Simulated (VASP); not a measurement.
# Au (Fm-3m) in VASP: notebook

The runs below take Au through single point, relaxation of cell and atoms, with r2SCAN.

Program: VASP 6.6.1. These are calculated values, not measurements. Logs are shortened: lines on timing, memory, paths and dates and some standing lists are left out, and cuts for length are marked.

## Step 1: The cell of the first run

The structure is cubic, space group Fm-3m (No. 225). The conventional cell has a = 4.124 Å, b = 4.124 Å, c = 4.124 Å, α = 90.00°, β = 90.00°, γ = 90.00°. Within 3.8 Å of Au (site symmetry m-3m) lie 12 Au at 2.92 Å.

## Step 2: Single point, r2SCAN

Input file POSCAR:

```
Au
1.0
    0.0000000000      2.0619909486      2.0619909486
    2.0619909486      0.0000000000      2.0619909486
    2.0619909486      2.0619909486      0.0000000000
Au
1
Direct
    0.0000000000      0.0000000000      0.0000000000
```

Input file INCAR.step1:

```
SYSTEM = Au
PREC     = Accurate       ! precision mode
ENCUT    = 520            ! plane-wave cutoff, eV
ISMEAR   = -1             ! smearing method
SIGMA    = 0.05           ! smearing width, eV
LREAL    = .False.        ! projectors in reciprocal space
LASPH    = .True.         ! aspherical terms in the spheres
NELM     = 60             ! most SCF steps
NBANDS   = 12             ! bands
GGA      = PE             ! functional
ALGO     = Normal         ! electronic algorithm
EDIFF    = 1E-4           ! SCF threshold, eV
LWAVE    = .True.         ! write WAVECAR
LCHARG   = .False.        ! write CHGCAR
```

Input file INCAR.step2:

```
SYSTEM = Au
PREC     = Accurate       ! precision mode
ENCUT    = 520            ! plane-wave cutoff, eV
EDIFF    = 1E-6           ! SCF threshold, eV
ISMEAR   = -1             ! smearing method
SIGMA    = 0.05           ! smearing width, eV
LREAL    = .False.        ! projectors in reciprocal space
LASPH    = .True.         ! aspherical terms in the spheres
NELM     = 60             ! most SCF steps
ALGO     = Normal         ! electronic algorithm
ISIF     = 2              ! what is computed and relaxed
LWAVE    = .False.        ! write WAVECAR
LCHARG   = .False.        ! write CHGCAR
METAGGA  = R2SCAN         ! meta-GGA
LMIXTAU  = .True.       
NBANDS   = 12             ! bands
ISTART   = 1
```

Input file KPOINTS:

```
regular mesh
0
Gamma
  16 16 16
  0 0 0
```

Potentials or basis: VASP PAW PBE potentials, release 64 (Au).

Launch:

```
> cat potpaw_PBE.64/Au/POTCAR > POTCAR
> cp INCAR.step1 INCAR
> mpirun -np 1 vasp_std > vasp.out
> cp INCAR.step2 INCAR
> mpirun -np 1 vasp_std > vasp.out
```

OUTCAR:

```text
SYSTEM = Au
   PREC = Accurate
   ENCUT = 520
   EDIFF = 1E-6
   ISMEAR = -1
   LREAL = .False.
   LASPH = .True.
   NELM = 60
   ISIF = 2
   METAGGA = R2SCAN
   ISTART = 1

 ion  position               nearest neighbor table
   1  0.000  0.000  0.000-

  LATTYP: Found a face centered cubic cell.
 ALAT       =     4.1239818972

  Lattice vectors:

 A1 = (   0.0000000000,   2.0619909486,   2.0619909486)
 A2 = (   2.0619909486,   0.0000000000,   2.0619909486)
 A3 = (   2.0619909486,   2.0619909486,   0.0000000000)

Analysis of symmetry for initial positions (statically):
=====================================================================
 Subroutine PRICEL returns:
 Original cell was already a primitive cell.

 Routine SETGRP: Setting up the symmetry group for a
 face centered cubic supercell.

 Subroutine GETGRP returns: Found 48 space group operations
 (whereof 48 operations were pure point group operations)
 out of a pool of 48 trial point group operations.

The static configuration has the point symmetry O_h .

Analysis of symmetry for dynamics (positions and initial velocities):
=====================================================================
 Subroutine PRICEL returns:
 Original cell was already a primitive cell.

 Routine SETGRP: Setting up the symmetry group for a
 face centered cubic supercell.

 Subroutine GETGRP returns: Found 48 space group operations
 (whereof 48 operations were pure point group operations)
 out of a pool of 48 trial point group operations.

The dynamic configuration has the point symmetry O_h .

 Subroutine INISYM returns: Found 48 space group operations
 (whereof 48 operations are pure point group operations),
 and found     1 'primitive' translations

----------------------------------------------------------------------------------------

                                     Primitive cell

  volume of cell :      17.5344

  direct lattice vectors                    reciprocal lattice vectors
     0.000000000  2.061990949  2.061990949    -0.242484091  0.242484091  0.242484091
     2.061990949  0.000000000  2.061990949     0.242484091 -0.242484091  0.242484091
     2.061990949  2.061990949  0.000000000     0.242484091  0.242484091 -0.242484091

  length of vectors
     2.916095565  2.916095565  2.916095565     0.419994765  0.419994765  0.419994765

  position of ions in fractional coordinates (direct lattice)
     0.000000000  0.000000000  0.000000000

  ion indices of the primitive-cell ions
   primitive index   ion index
                 1           1

----------------------------------------------------------------------------------------

 KPOINTS: regular mesh

Automatic generation of k-mesh.
 Grid dimensions read from file:
 generate k-points for:   16   16   16

 Generating k-lattice:

  Cartesian coordinates                     Fractional coordinates (reciprocal lattice)
    -0.015155256  0.015155256  0.015155256     0.062500000  0.000000000  0.000000000
     0.015155256 -0.015155256  0.015155256     0.000000000  0.062500000  0.000000000
     0.015155256  0.015155256 -0.015155256     0.000000000  0.000000000  0.062500000

  Length of vectors
     0.026249673  0.026249673  0.026249673

  Shift w.r.t. Gamma in fractional coordinates (k-lattice)
     0.000000000  0.000000000  0.000000000

 Subroutine IBZKPT returns following result:
 ===========================================

 Found    145 irreducible k-points:

 Following reciprocal coordinates:
            Coordinates               Weight
  0.000000  0.000000  0.000000      1.000000
  0.062500  0.000000  0.000000      8.000000
  0.125000  0.000000  0.000000      8.000000
  0.187500  0.000000  0.000000      8.000000
  0.250000  0.000000  0.000000      8.000000
  0.312500  0.000000  0.000000      8.000000
[... 16 lines left out ...]
 -0.125000  0.062500  0.000000     24.000000
 -0.062500  0.062500  0.000000     12.000000
 [... further k-points ...]
   k-points           NKPTS =    145   k-points in BZ     NKDIM =    145   number of bands    NBANDS=     12
   number of dos      NEDOS =    301   number of ions     NIONS =      1
   total plane-waves  NPLWV =  13824
   dimension x,y,z NGX =    24 NGY =   24 NGZ =   24
   dimension x,y,z NGXF=    48 NGYF=   48 NGZF=   48
   ions per type =               1
   NGX,Y,Z   is equivalent  to a cutoff of  13.68, 13.68, 13.68 a.u.
   NGXF,Y,Z  is equivalent  to a cutoff of  27.36, 27.36, 27.36 a.u.
 SYSTEM =  Au
   PREC   = accura    normal or accurate (medium, high low for compatibility)
   ISTART =      1    job   : 0-new  1-cont  2-samecut
   ICHARG =      0    charge: 1-file 2-atom 10-const
   ISPIN  =      1    spin polarized calculation?
   LNONCOLLINEAR =      F non collinear calculations
   LSORBIT =      F    spin-orbit coupling
   LASPH  =      T    aspherical Exc in radial PAW
   ENCUT  =  520.0 eV  38.22 Ry    6.18 a.u.   5.42  5.42  5.42*2*pi/ulx,y,z
   NELM   =     60;   NELMIN=  2; NELMDL=  0     # of ELM steps
   EDIFF  = 0.1E-05   stopping-criterion for ELM
   LREAL  =      F    real-space projection
   EDIFFG = 0.1E-04   stopping-criterion for IOM
   NSW    =      0    number of steps for IOM
   IBRION =     -1    ionic relax: 0-MD 1-quasi-New 2-CG
   NFREE  =      0    steps in history (QN), initial steepest desc. (CG)
   ISIF   =      2    stress and relaxation
   ISYM   =      2    0-nonsym 1-usesym 2-fastsym
   POTIM  = 0.5000    time-step for ionic-motion
   TEBEG  =    0.0;   TEEND  =   0.0 temperature during run
   PSTRESS=    0.0 pullay stress
   NELECT =      11.0000    total number of electrons
   NUPDOWN=      -1.0000    fix difference up-down
   EMIN   =  10.00;   EMAX   =-10.00  energy-range for DOS
   EFERMI =   0.00;   METHOD = LEGACY
   ISMEAR =    -1;   SIGMA  =   0.05  broadening in eV -4-tet -1-fermi 0-gaus
   EFERMI_NEDOS =   21; number of points for ismear=-14 and -15
   IALGO  =     38    algorithm
   IMIX   =      4    mixing-type and parameters
     AMIX     =   0.40;   BMIX     =  1.00
     AMIX_MAG =   1.60;   BMIX_MAG =  1.00
  volume/ion in A,a.u.               =      17.53       118.33
  Fermi-wavevector in a.u.,A,eV,Ry     =   1.401444  2.648344 26.722445  1.964044
  Thomas-Fermi vector in A             =   2.524304
   LORBIT       =      0    0 simple, 1 ext, 2 COOP (PROOUT), +10 PAW based schemes
   METAGGA = R2SCAN    functional components
   LHFCALC =     F    Hartree Fock is set to
   AEXX    =    0.0000 exact exchange contribution
   IVDW    =     0    specifies the selected vdW correction
   LEPSILON=     F    determine dielectric tensor
   LRPA    =     F    only Hartree local field effects (RPA)
 non-spin polarized calculation
  energy-cutoff  :      520.00
  volume of cell :       17.53
 maximum number of plane-waves:       495
 NGX is ok and might be reduce to    24
   NGX = 11   NGY = 11   NGZ = 11

 number of electron      11.0000001 magnetization

 Free energy of the ion-electron system (eV)
  ---------------------------------------------------
  ext. energy  EPLUGINS =         0.00000000
  ---------------------------------------------------
  free energy    TOTEN  =       -50.59626643 eV

  energy without entropy =      -50.59417529  energy(sigma->0) =      -50.59522086

 E-fermi :   8.8125     XC(G=0): -13.4280

 val. band max:        8.8031690199   @ k =   0.5000   0.3125   0.1250
 cond. band min:       8.8892583836   @ k =   0.5000   0.1875   0.0625
 fundamental gap:      0.0860893638
 Fermi energy:         8.8124696717

 k-point     1 :       0.0000    0.0000    0.0000
  band No.  band energies     occupation
      1      -0.9237      2.00000
      2       4.0650      2.00000
      3       4.0650      2.00000
      4       4.0650      2.00000
      5       5.5221      2.00000
      6       5.5221      2.00000
      7      24.2138      0.00000
      8      28.1319      0.00000
      9      28.1319      0.00000
     10      28.1319      0.00000
     11      33.3113      0.00000
     12      37.4644      0.00000

 k-point     2 :       0.0625    0.0000    0.0000
  band No.  band energies     occupation
      1      -0.7858      2.00000
      2       4.0228      2.00000
      3       4.1113      2.00000
      4       4.1113      2.00000
      5       5.5020      2.00000
      6       5.5020      2.00000
      7      24.3634      0.00000
      8      27.2339      0.00000
      9      28.2831      0.00000
     10      28.2831      0.00000
     11      33.9616      0.00000
     12      36.0484      0.00000

 k-point     3 :       0.1250    0.0000    0.0000
  band No.  band energies     occupation
      1      -0.3869      2.00000
      2       3.9234      2.00000
      3       4.2267      2.00000
      4       4.2267      2.00000
      5       5.4684      2.00000
      6       5.4684      2.00000
      7      24.5490      0.00000
      8      25.5554      0.00000
      9      28.6955      0.00000
     10      28.6955      0.00000
     11      32.9947      0.00000
     12      35.1950      0.00000
[... 286 lines left out ...]
 k-point    23 :      -0.1250    0.0625    0.0000
  band No.  band energies     occupation
      1      -0.0872      2.00000
      2       3.8199      2.00000
      3       4.3106      2.00000
      4       4.3334      2.00000
      5       5.3051      2.00000
      6       5.6173      2.00000
      7      24.3189      0.00000
      8      25.1792      0.00000
      9      27.8095      0.00000
     10      29.7157      0.00000
     11      31.6786      0.00000
     12      34.9223      0.00000

 k-point    24 :      -0.0625    0.0625    0.0000
  band No.  band energies     occupation
      1      -0.5600      2.00000
      2       3.9400      2.00000
      3       4.1754      2.00000
      4       4.2107      2.00000
      5       5.4028      2.00000
      6       5.5485      2.00000
      7      24.5791      0.00000
      8      26.3679      0.00000
      9      27.8408      0.00000
     10      28.8695      0.00000
     11      33.5785      0.00000
     12      35.6111      0.00000

 [... further k-points ...]
[... 5 lines left out ...]
  --------------------------------------------------------------------------------------
  -------------------------------------------------------------------------------------
  Total        0.0312592      0.0312592      0.0312592      0.0000000      0.0000000      0.0000000
  in kB        2.8562626      2.8562626      2.8562626      0.0000000      0.0000000      0.0000000
  external PRESSURE =       2.8562626 kB  Pullay stress =       0.0000000 kB

 VOLUME and BASIS-vectors are now :
 -----------------------------------------------------------------------------
  energy-cutoff  :      520.00
  volume of cell :       17.53
      direct lattice vectors                 reciprocal lattice vectors
     0.000000000  2.061990949  2.061990949    -0.242484091  0.242484091  0.242484091
     2.061990949  0.000000000  2.061990949     0.242484091 -0.242484091  0.242484091
     2.061990949  2.061990949  0.000000000     0.242484091  0.242484091 -0.242484091

 POSITION                                       TOTAL-FORCE (eV/Angst)
 -----------------------------------------------------------------------------------
      0.00000      0.00000      0.00000         0.000000     -0.000000     -0.000000
 -----------------------------------------------------------------------------------
    total drift:                               -0.000000      0.000000     -0.000000

  FREE ENERGIE OF THE ION-ELECTRON SYSTEM (eV)
  ---------------------------------------------------
  free  energy   TOTEN  =       -50.5962664290 eV

  energy  without entropy=      -50.5941752915  energy(sigma->0) =      -50.59522086
```

Run time: 1.7 min. Hardware: 1 thread of Intel Xeon 8259CL, shared host; peak memory 0.17 GiB.

What came out:

* Free energy: -50.5963 eV
* Pressure: 0.3 GPa

Caveat: the PAW data sets were made with another functional, which shifts forces and pressure a little; spin-orbit coupling is left out, which moves the levels of the heavy elements.

(Part 1 of 2 ends here.)
